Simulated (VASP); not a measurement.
Set up this calculation in VASP 6.6.1, as the native input.

- Task: single point
- Functional: LDA
- Potentials or basis: VASP PAW LDA potentials, release 64 (Al, Au)
- Cutoff: 520 eV
- k mesh: 11 × 11 × 11
- Occupations: fermi-dirac, width 0.05 eV
- Spin: no spin polarisation
- Dipole correction: no
- Further INCAR settings: ALGO = Normal; EDIFF = 1e-06; NBANDS = 16

The structure of Al2Au lies in POSCAR:

```
Al2Au
1.0
    0.0000000000      2.9899664802      2.9899664802
    2.9899664802      0.0000000000      2.9899664802
    2.9899664802      2.9899664802      0.0000000000
Al Au
2 1
Direct
    0.2500000000      0.2500000000      0.2500000000
    0.7500000000      0.7500000000      0.7500000000
    0.0000000000      0.0000000000      0.0000000000
```

One way to write it, as run:

INCAR

```
SYSTEM = Al2Au
ALGO = Normal
EDIFF = 1E-6
ENCUT = 520
ISIF = 2
ISMEAR = -1
LASPH = .TRUE.
LCHARG = .TRUE.
LELF = .TRUE.
LREAL = .FALSE.
LVHAR = .TRUE.
LWAVE = .FALSE.
NBANDS = 16
NELM = 80
PREC = Accurate
SIGMA = 0.05
```

KPOINTS

```
k-points
0
G
  11 11 11
  0 0 0
```

Potentials or basis: VASP PAW LDA potentials, release 64 (Al, Au).

Command:

```sh
$ cat potpaw_LDA.64/Al/POTCAR potpaw_LDA.64/Au/POTCAR > POTCAR
$ mpirun -np 1 vasp_std > vasp.out
```

Results of the run:

```yaml
Pressure: -1.2 GPa
Band_gap_on_the_k_mesh: zero (an odd number of electrons rules out a gap without spin polarisation)
```

Caveat: spin-orbit coupling is left out, which moves the levels of the heavy elements.

It took 32 s on 1 thread of Intel Xeon 8259CL, on a shared host, peak memory 0.18 GiB.
